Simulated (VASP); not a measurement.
Crystal: AlRu.

```
Al Ru
1.0
     2.99160    0.00000    0.00000
     0.00000    2.99160    0.00000
     0.00000    0.00000    2.99160
Al Ru
1 1
Direct
  0.00000 0.00000 0.00000
  0.50000 0.50000 0.50000
```

Base run:

| Quantity | Value |
| --- | --- |
| Program | VASP 6.6.1 |
| Functional | PBE |
| Potentials or basis | VASP PAW PBE potentials, release 64 (Al, Ru_pv) |
| Cutoff | 520 eV |
| k mesh | 12 × 12 × 12 |
| Occupations | fermi-dirac, width 0.05 eV |
| Spin | no spin polarisation |

Its results: band gap on the k mesh zero (an odd number of electrons rules out a gap without spin polarisation); pressure 2.4 GPa.

Task: The run is repeated on the same cell with these changes: functional from PBE to r2SCAN; further incar settings from ALGO = Normal; EDIFF = 1e-06; NBANDS = 16 to ALGO = Normal; EDIFF = 1e-08; NBANDS = 16. What comes out?

Result: Band gap on the k mesh zero (an odd number of electrons rules out a gap without spin polarisation); pressure -2.0 GPa.

Caveats: the PAW data sets were made with another functional, which shifts forces and pressure a little (at least some runs).
